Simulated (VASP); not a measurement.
# BaHfO3 in VASP: a series of runs

The runs below take BaHfO3 through single point, relaxation of cell and atoms, with PBE.

Program: VASP 6.6.1. These are calculated values, not measurements. Logs are shortened: lines on timing, memory, paths and dates and some standing lists are left out, and cuts for length are marked.

## (1) The cell of the first run

It takes space group Pm-3m (No. 221, cubic). The conventional cell has a = 3.967 Å, b = 3.967 Å, c = 3.967 Å, α = 90.00°, β = 90.00°, γ = 90.00°. Ba (site symmetry m-3m) has 12 O at 2.81 Å and 8 Hf at 3.44 Å within 3.7 Å. Within 2.6 Å of Hf (site symmetry m-3m) lie 6 O at 1.98 Å. Within 2.6 Å of O (site symmetry 4/mmm) lie 2 Hf at 1.98 Å.

## (2) Single point, PBE

The input, INCAR:

```
PREC = Accurate ; ENCUT = 520
EDIFF = 1E-6 ; ISMEAR = 0
SIGMA = 0.01 ; LREAL = F
LASPH = T ; NELM = 80
ALGO = Normal ; ISIF = 2
LWAVE = F ; LCHARG = T
GGA = PE ; LELF = T
LVHAR = T ; NBANDS = 27
```

The input, KPOINTS:

```
regular mesh
0
Gamma
  6 6 6
```

The input, POSCAR:

```
BaHfO3
1.0
    3.9674816168      0.0000000000      0.0000000000
    0.0000000000      3.9674816168      0.0000000000
    0.0000000000      0.0000000000      3.9675167234
Ba Hf O
1 1 3
Direct
    0.5000000000      0.5000000000      0.9979955492
    0.0000000000      0.0000000000      0.4980043514
    0.0000000000      0.5000000000      0.4980122727
    0.5000000000      0.0000000000      0.4980122727
    0.0000000000      0.0000000000      0.9979965540
```

Potentials or basis: VASP PAW PBE potentials, release 64 (Ba_sv, Hf_pv, O).

Command:

```console
$ cat potpaw_PBE.64/Ba_sv/POTCAR potpaw_PBE.64/Hf_pv/POTCAR potpaw_PBE.64/O/POTCAR > POTCAR
$ mpirun -np 1 vasp_std > vasp.out
```

OUTCAR:

```text
PREC = Accurate
   ENCUT = 520
   EDIFF = 1E-6
   ISMEAR = 0
   LREAL = F
   LASPH = T
   NELM = 80
   ISIF = 2
   GGA = PE

 ion  position               nearest neighbor table
   1  0.500  0.500  0.998-   3 2.81   4 2.81   4 2.81   3 2.81   5 2.81   5 2.81   5 2.81   5 2.81
                             3 2.81   4 2.81   4 2.81   3 2.81   2 3.44   2 3.44   2 3.44   2 3.44
   2  0.000  0.000  0.498-   5 1.98   4 1.98   3 1.98   3 1.98   4 1.98   5 1.98   1 3.44   1 3.44
                             1 3.44   1 3.44   1 3.44   1 3.44   1 3.44   1 3.44
   3  0.000  0.500  0.498-   2 1.98   2 1.98   1 2.81   1 2.81   1 2.81   1 2.81
   4  0.500  0.000  0.498-   2 1.98   2 1.98   1 2.81   1 2.81   1 2.81   1 2.81
   5  0.000  0.000  0.998-   2 1.98   2 1.98   1 2.81   1 2.81   1 2.81   1 2.81

  LATTYP: Found a simple cubic cell.
 ALAT       =     3.9674816168

  Lattice vectors:

 A1 = (   3.9674816168,   0.0000000000,   0.0000000000)
 A2 = (   0.0000000000,   3.9674816168,   0.0000000000)
 A3 = (   0.0000000000,   0.0000000000,   3.9675167234)

Analysis of symmetry for initial positions (statically):
=====================================================================
 Subroutine PRICEL returns:
 Original cell was already a primitive cell.

 Routine SETGRP: Setting up the symmetry group for a
 simple cubic supercell.

 Subroutine GETGRP returns: Found  8 space group operations
 (whereof  8 operations were pure point group operations)
 out of a pool of 48 trial point group operations.

The static configuration has the point symmetry C_4v.

Analysis of symmetry for dynamics (positions and initial velocities):
=====================================================================
 Subroutine PRICEL returns:
 Original cell was already a primitive cell.

 Routine SETGRP: Setting up the symmetry group for a
 simple cubic supercell.

 Subroutine GETGRP returns: Found  8 space group operations
 (whereof  8 operations were pure point group operations)
 out of a pool of 48 trial point group operations.

The dynamic configuration has the point symmetry C_4v.

 Subroutine INISYM returns: Found  8 space group operations
 (whereof  8 operations are pure point group operations),
 and found     1 'primitive' translations

----------------------------------------------------------------------------------------

                                     Primitive cell

  volume of cell :      62.4523

  direct lattice vectors                    reciprocal lattice vectors
     3.967481617  0.000000000  0.000000000     0.252049057  0.000000000  0.000000000
     0.000000000  3.967481617  0.000000000     0.000000000  0.252049057  0.000000000
     0.000000000  0.000000000  3.967516723     0.000000000  0.000000000  0.252046827

  length of vectors
     3.967481617  3.967481617  3.967516723     0.252049057  0.252049057  0.252046827

  position of ions in fractional coordinates (direct lattice)
     0.500000000  0.500000000  0.997995549
     0.000000000  0.000000000  0.498004351
     0.000000000  0.500000000  0.498012273
     0.500000000  0.000000000  0.498012273
     0.000000000  0.000000000  0.997996554

  ion indices of the primitive-cell ions
   primitive index   ion index
                 1           1
                 2           2
                 3           3
                 4           4
                 5           5

----------------------------------------------------------------------------------------

 KPOINTS: regular mesh

Automatic generation of k-mesh.
 Grid dimensions read from file:
 generate k-points for:    6    6    6

 Generating k-lattice:

  Cartesian coordinates                     Fractional coordinates (reciprocal lattice)
     0.042008176  0.000000000  0.000000000     0.166666667  0.000000000  0.000000000
     0.000000000  0.042008176  0.000000000     0.000000000  0.166666667  0.000000000
     0.000000000  0.000000000  0.042007804     0.000000000  0.000000000  0.166666667

  Length of vectors
     0.042008176  0.042008176  0.042007804

  Shift w.r.t. Gamma in fractional coordinates (k-lattice)
     0.000000000  0.000000000  0.000000000

 Subroutine IBZKPT returns following result:
 ===========================================

 Found     40 irreducible k-points:

 Following reciprocal coordinates:
            Coordinates               Weight
  0.000000  0.000000  0.000000      1.000000
  0.166667  0.000000  0.000000      4.000000
  0.000000  0.000000  0.166667      2.000000
  0.333333  0.000000  0.000000      4.000000
  0.000000  0.000000  0.333333      2.000000
  0.500000  0.000000  0.000000      2.000000
[... 16 lines left out ...]
  0.166667  0.166667  0.166667      8.000000
  0.333333  0.166667  0.166667     16.000000
 [... further k-points ...]
   k-points           NKPTS =     40   k-points in BZ     NKDIM =     40   number of bands    NBANDS=     27
   number of dos      NEDOS =    301   number of ions     NIONS =      5
   total plane-waves  NPLWV =  27000
   dimension x,y,z NGX =    30 NGY =   30 NGZ =   30
   dimension x,y,z NGXF=    60 NGYF=   60 NGZF=   60
   ions per type =               1   1   3
   NGX,Y,Z   is equivalent  to a cutoff of  12.57, 12.57, 12.57 a.u.
   NGXF,Y,Z  is equivalent  to a cutoff of  25.14, 25.14, 25.14 a.u.
 SYSTEM =  unknown system
   PREC   = accura    normal or accurate (medium, high low for compatibility)
   ISTART =      0    job   : 0-new  1-cont  2-samecut
   ICHARG =      2    charge: 1-file 2-atom 10-const
   ISPIN  =      1    spin polarized calculation?
   LNONCOLLINEAR =      F non collinear calculations
   LSORBIT =      F    spin-orbit coupling
   LASPH  =      T    aspherical Exc in radial PAW
   ENCUT  =  520.0 eV  38.22 Ry    6.18 a.u.   7.38  7.38  7.38*2*pi/ulx,y,z
   NELM   =     80;   NELMIN=  2; NELMDL= -5     # of ELM steps
   EDIFF  = 0.1E-05   stopping-criterion for ELM
   LREAL  =      F    real-space projection
   EDIFFG = 0.1E-04   stopping-criterion for IOM
   NSW    =      0    number of steps for IOM
   IBRION =     -1    ionic relax: 0-MD 1-quasi-New 2-CG
   NFREE  =      0    steps in history (QN), initial steepest desc. (CG)
   ISIF   =      2    stress and relaxation
   ISYM   =      2    0-nonsym 1-usesym 2-fastsym
   POTIM  = 0.5000    time-step for ionic-motion
   TEBEG  =    0.0;   TEEND  =   0.0 temperature during run
   PSTRESS=    0.0 pullay stress
   NELECT =      38.0000    total number of electrons
   NUPDOWN=      -1.0000    fix difference up-down
   EMIN   =  10.00;   EMAX   =-10.00  energy-range for DOS
   EFERMI =   0.00;   METHOD = LEGACY
   ISMEAR =     0;   SIGMA  =   0.01  broadening in eV -4-tet -1-fermi 0-gaus
   EFERMI_NEDOS =   21; number of points for ismear=-14 and -15
   IALGO  =     38    algorithm
   IMIX   =      4    mixing-type and parameters
     AMIX     =   0.40;   BMIX     =  1.00
     AMIX_MAG =   1.60;   BMIX_MAG =  1.00
  volume/ion in A,a.u.               =      12.49        84.29
  Fermi-wavevector in a.u.,A,eV,Ry     =   1.387245  2.621513 26.183713  1.924449
  Thomas-Fermi vector in A             =   2.511484
   LORBIT       =      0    0 simple, 1 ext, 2 COOP (PROOUT), +10 PAW based schemes
   GGA     = PE    functional components
   LHFCALC =     F    Hartree Fock is set to
   AEXX    =    0.0000 exact exchange contribution
   IVDW    =     0    specifies the selected vdW correction
   LEPSILON=     F    determine dielectric tensor
   LRPA    =     F    only Hartree local field effects (RPA)
 non-spin polarized calculation
 Gauss-broadening in eV      SIGMA  =   0.01
  energy-cutoff  :      520.00
  volume of cell :       62.45
 maximum number of plane-waves:      1743
 NGX is ok and might be reduce to    30
   NGX = 15   NGY = 15   NGZ = 15

 number of electron      37.9999983 magnetization

 Free energy of the ion-electron system (eV)
  ---------------------------------------------------
  ext. energy  EPLUGINS =         0.00000000
  ---------------------------------------------------
  free energy    TOTEN  =       -42.29707142 eV

  energy without entropy =      -42.29707142  energy(sigma->0) =      -42.29707142

 E-fermi :   3.4857     XC(G=0): -11.6254

 val. band max:        3.4324553665   @ k =   0.0000   0.0000   0.0000
 cond. band min:       7.2401732307   @ k =   0.0000   0.0000   0.0000
 fundamental gap:      3.8077178641
 Fermi energy:         3.4857157328

 k-point     1 :       0.0000    0.0000    0.0000
  band No.  band energies     occupation
      1     -24.5928      2.00000
      2     -24.5928      2.00000
      3     -24.5928      2.00000
      4     -21.4671      2.00000
      5     -13.6023      2.00000
      6     -13.1522      2.00000
[... 19 lines left out ...]
     26      13.3054      0.00000
     27      13.3055      0.00000

 k-point     2 :       0.1667    0.0000    0.0000
  band No.  band energies     occupation
      1     -24.6702      2.00000
      2     -24.5903      2.00000
      3     -24.5903      2.00000
      4     -21.4189      2.00000
      5     -13.6403      2.00000
      6     -13.1417      2.00000
[... 19 lines left out ...]
     26      12.8164      0.00000
     27      13.4529      0.00000

 k-point     3 :       0.0000    0.0000    0.1667
  band No.  band energies     occupation
      1     -24.6702      2.00000
      2     -24.5903      2.00000
      3     -24.5903      2.00000
      4     -21.4189      2.00000
      5     -13.6403      2.00000
      6     -13.1417      2.00000
[... 19 lines left out ...]
     26      12.8164      0.00000
     27      13.4529      0.00000

 k-point     4 :       0.3333    0.0000    0.0000
  band No.  band energies     occupation
      1     -24.8168      2.00000
      2     -24.5855      2.00000
      3     -24.5854      2.00000
      4     -21.3247      2.00000
      5     -13.8463      2.00000
      6     -13.1209      2.00000
[... 19 lines left out ...]
     26      13.0284      0.00000
     27      13.4488      0.00000

 k-point     5 :       0.0000    0.0000    0.3333
  band No.  band energies     occupation
      1     -24.8168      2.00000
      2     -24.5855      2.00000
      3     -24.5855      2.00000
      4     -21.3247      2.00000
      5     -13.8464      2.00000
      6     -13.1210      2.00000
[... 19 lines left out ...]
     26      13.0284      0.00000
     27      13.4488      0.00000

 k-point     6 :       0.5000    0.0000    0.0000
  band No.  band energies     occupation
      1     -24.8866      2.00000
      2     -24.5830      2.00000
      3     -24.5830      2.00000
      4     -21.2782      2.00000
      5     -13.9600      2.00000
      6     -13.1105      2.00000
[... 444 lines left out ...]
      1     -24.8544      2.00000
      2     -24.8544      2.00000
      3     -24.5740      2.00000
      4     -21.2384      2.00000
      5     -13.4025      2.00000
      6     -12.0724      2.00000
[... 19 lines left out ...]
     26      14.2179      0.00000
     27      14.4193      0.00000

 k-point    22 :       0.0000    0.5000    0.5000
  band No.  band energies     occupation
      1     -24.8544      2.00000
      2     -24.8543      2.00000
      3     -24.5740      2.00000
      4     -21.2384      2.00000
      5     -13.4026      2.00000
      6     -12.0724      2.00000
[... 19 lines left out ...]
     26      14.2180      0.00000
     27      14.4192      0.00000

 k-point    23 :       0.1667    0.1667    0.1667
  band No.  band energies     occupation
      1     -24.6715      2.00000
      2     -24.6577      2.00000
      3     -24.6577      2.00000
      4     -21.3489      2.00000
      5     -13.4238      2.00000
      6     -12.8806      2.00000
[... 19 lines left out ...]
     26      13.4809      0.00000
     27      13.4916      0.00000

 k-point    24 :       0.3333    0.1667    0.1667
  band No.  band energies     occupation
      1     -24.8043      2.00000
      2     -24.6571      2.00000
      3     -24.6524      2.00000
      4     -21.2869      2.00000
      5     -13.4408      2.00000
      6     -12.8458      2.00000
[... 19 lines left out ...]
     26      13.0469      0.00000
     27      13.2420      0.00000

 [... further k-points ...]
[... 5 lines left out ...]
  --------------------------------------------------------------------------------------
  -------------------------------------------------------------------------------------
  Total       15.5923575     15.5923575     15.5907752      0.0000000      0.0000000      0.0000000
  in kB      400.0126772    400.0126772    399.9720835      0.0000000      0.0000000      0.0000000
  external PRESSURE =     399.9991459 kB  Pullay stress =       0.0000000 kB

 VOLUME and BASIS-vectors are now :
 -----------------------------------------------------------------------------
  energy-cutoff  :      520.00
  volume of cell :       62.45
      direct lattice vectors                 reciprocal lattice vectors
     3.967481617  0.000000000  0.000000000     0.252049057  0.000000000  0.000000000
     0.000000000  3.967481617  0.000000000     0.000000000  0.252049057  0.000000000
     0.000000000  0.000000000  3.967516723     0.000000000  0.000000000  0.252046827

 POSITION                                       TOTAL-FORCE (eV/Angst)
 -----------------------------------------------------------------------------------
      1.98374      1.98374      3.95956         0.000000     -0.000000      0.000445
      0.00000      0.00000      1.97584         0.000000     -0.000000     -0.000874
      0.00000      1.98374      1.97587        -0.000000      0.000000     -0.000294
      1.98374      0.00000      1.97587         0.000000      0.000000     -0.000294
      0.00000      0.00000      3.95957        -0.000000     -0.000000      0.001017
 -----------------------------------------------------------------------------------
    total drift:                                0.000000     -0.000000     -0.000848

  FREE ENERGIE OF THE ION-ELECTRON SYSTEM (eV)
  ---------------------------------------------------
  free  energy   TOTEN  =       -42.2970714237 eV

  energy  without entropy=      -42.2970714237  energy(sigma->0) =      -42.29707142
```

It took 50 s on 1 thread of Intel Xeon Platinum 8488C (Sapphire Rapids), shared host; peak memory 0.21 GiB.

What came out:

```yaml
Free_energy: -42.2971 eV
Pressure: 40.0 GPa
Band_gap_on_the_k_mesh: 3.81 eV, direct
```

Levels at points of the mesh, in eV from the valence-band top:
| k point | band 17 | band 18 | band 19 | band 20 | band 21 | band 22 |
| --- | --- | --- | --- | --- | --- | --- |
| (0.00, 0.00, 0.00) | 0.00 | 0.00 | 0.00 | 3.81 | 3.81 | 3.81 |
| (0.50, 0.00, 0.00) | -1.95 | -0.26 | -0.26 | 4.55 | 7.07 | 7.40 |
| (0.00, 0.00, 0.50) | -1.95 | -0.26 | -0.26 | 4.55 | 7.07 | 7.40 |
| (0.50, 0.50, 0.00) | -0.88 | -0.59 | -0.12 | 7.24 | 7.24 | 7.52 |
| (0.00, 0.50, 0.50) | -0.88 | -0.59 | -0.12 | 7.24 | 7.24 | 7.52 |
| (0.50, 0.50, 0.50) | -0.02 | -0.02 | -0.02 | 6.65 | 6.65 | 6.65 |

Caveat: spin-orbit coupling is left out, which moves the levels of the heavy elements. A k mesh can miss the band edges.

## (3) Single point, PBE

This run uses another cell than the first one, of 14.06 Å³/atom, 1.126 times its volume.

The input, INCAR:

```
SYSTEM = BaHfO3
PREC     = Accurate       ! precision mode
ENCUT    = 520            ! plane-wave cutoff, eV
EDIFF    = 1E-6           ! SCF threshold, eV
ISMEAR   = 0              ! smearing method
SIGMA    = 0.01           ! smearing width, eV
LREAL    = .FALSE.        ! projectors in reciprocal space
LASPH    = .TRUE.         ! aspherical terms in the spheres
NELM     = 60             ! most SCF steps
ALGO     = Normal         ! electronic algorithm
ISIF     = 2              ! what is computed and relaxed
LWAVE    = .FALSE.        ! write WAVECAR
LCHARG   = .TRUE.         ! write CHGCAR
GGA      = PE             ! functional
LELF     = .TRUE.         ! ELF
LVHAR    = .TRUE.       
NBANDS   = 27             ! bands
```

The input, KPOINTS:

```
Automatic mesh
0
G
  6 6 6
  0 0 0
```

The input, POSCAR:

```
BaHfO3
1.0
    4.1272716628      0.0000000000      0.0000000000
    0.0000000000      4.1272716628      0.0000000000
    0.0000000000      0.0000000000      4.1272794576
Ba Hf O
1 1 3
Direct
    0.5000000000      0.5000000000      0.9979949505
    0.0000000000      0.0000000000      0.4979953544
    0.0000000000      0.5000000000      0.4980122990
    0.5000000000      0.0000000000      0.4980122990
    0.0000000000      0.0000000000      0.9980060971
```

Potentials or basis: VASP PAW PBE potentials, release 64 (Ba_sv, Hf_pv, O).

Command:

```console
$ cat potpaw_PBE.64/Ba_sv/POTCAR potpaw_PBE.64/Hf_pv/POTCAR potpaw_PBE.64/O/POTCAR > POTCAR
$ mpirun -np 1 vasp_std > vasp.out
```

Wall time 44 s (1 thread of Intel Xeon Platinum 8488C (Sapphire Rapids), shared host); peak memory 0.22 GiB.

Results (log left out):

```yaml
Free_energy: -43.4457 eV
Pressure: 9.5 GPa
Band_gap_on_the_k_mesh: 3.64 eV, indirect (least direct gap 3.82 eV)
```

Levels at points of the mesh, in eV from the valence-band top:
```
           k point  band 17  band 18  band 19  band 20  band 21  band 22
(0.00, 0.00, 0.00)    -0.18    -0.18    -0.18     3.64     3.64     3.64
(0.50, 0.00, 0.00)    -1.77    -0.48    -0.48     4.25     6.59     6.59
(0.00, 0.00, 0.50)    -1.77    -0.48    -0.48     4.25     6.59     6.59
(0.50, 0.50, 0.00)    -0.92    -0.92    -0.08     6.47     6.47     6.80
(0.00, 0.50, 0.50)    -0.92    -0.92    -0.08     6.47     6.47     6.80
(0.50, 0.50, 0.50)     0.00     0.00     0.00     6.17     6.17     6.17
```

Caveat: spin-orbit coupling is left out, which moves the levels of the heavy elements.

## (4) Single point, PBE

This run uses another cell than the first one, of 14.88 Å³/atom, 1.191 times its volume.

The input, INCAR:

```
PREC = Accurate
ENCUT = 520
EDIFF = 1E-6
ISMEAR = 0
SIGMA = 0.01
LREAL = F
LASPH = T
NELM = 100
ALGO = Normal
ISIF = 2
LWAVE = F
LCHARG = T
GGA = PE
LELF = T
LVHAR = T
NBANDS = 27
```

The input, KPOINTS:

```
regular mesh
0
Gamma
  6 6 6
```

The input, POSCAR:

```
BaHfO3
1.0
    4.2060873387      0.0000000000      0.0000000000
    0.0000000000      4.2060873387      0.0000000000
    0.0000000000      0.0000000000      4.2060561274
Ba Hf O
1 1 3
Direct
    0.5000000000      0.5000000000      0.9979827920
    0.0000000000      0.0000000000      0.4979955859
    0.0000000000      0.5000000000      0.4980187434
    0.5000000000      0.0000000000      0.4980187434
    0.0000000000      0.0000000000      0.9980051353
```

Command:

```console
$ cat potpaw_PBE.64/Ba_sv/POTCAR potpaw_PBE.64/Hf_pv/POTCAR potpaw_PBE.64/O/POTCAR > POTCAR
$ mpirun -np 1 vasp_std > vasp.out
```

Run time: 61 s. Hardware: 1 thread of Intel Xeon Platinum 8488C (Sapphire Rapids), shared host; peak memory 0.22 GiB.

It converged, with:

* Free energy: -43.5581 eV
* Pressure: -0.6 GPa
* Band gap on the k mesh: 3.54 eV, indirect (least direct gap 3.78 eV)

Levels at points of the mesh, in eV from the valence-band top:
| k point | band 16 | band 17 | band 18 | band 19 | band 20 | band 21 | band 22 | band 23 |
| --- | --- | --- | --- | --- | --- | --- | --- | --- |
| (0.00, 0.00, 0.00) | -0.95 | -0.24 | -0.24 | -0.24 | 3.54 | 3.54 | 3.54 | 4.67 |
| (0.50, 0.00, 0.00) | -1.69 | -1.63 | -0.55 | -0.55 | 4.07 | 6.20 | 6.20 | 6.41 |
| (0.00, 0.00, 0.50) | -1.69 | -1.63 | -0.55 | -0.55 | 4.07 | 6.20 | 6.20 | 6.41 |
| (0.50, 0.50, 0.00) | -1.07 | -0.93 | -0.93 | -0.08 | 6.10 | 6.10 | 6.46 | 6.81 |
| (0.00, 0.50, 0.50) | -1.07 | -0.93 | -0.93 | -0.08 | 6.10 | 6.10 | 6.46 | 6.81 |
| (0.50, 0.50, 0.50) | -2.50 | 0.00 | 0.00 | 0.00 | 5.94 | 5.94 | 5.94 | 7.62 |

Caveat: spin-orbit coupling is left out, which moves the levels of the heavy elements. A k mesh can miss the band edges.

[end of part 1 of 2]
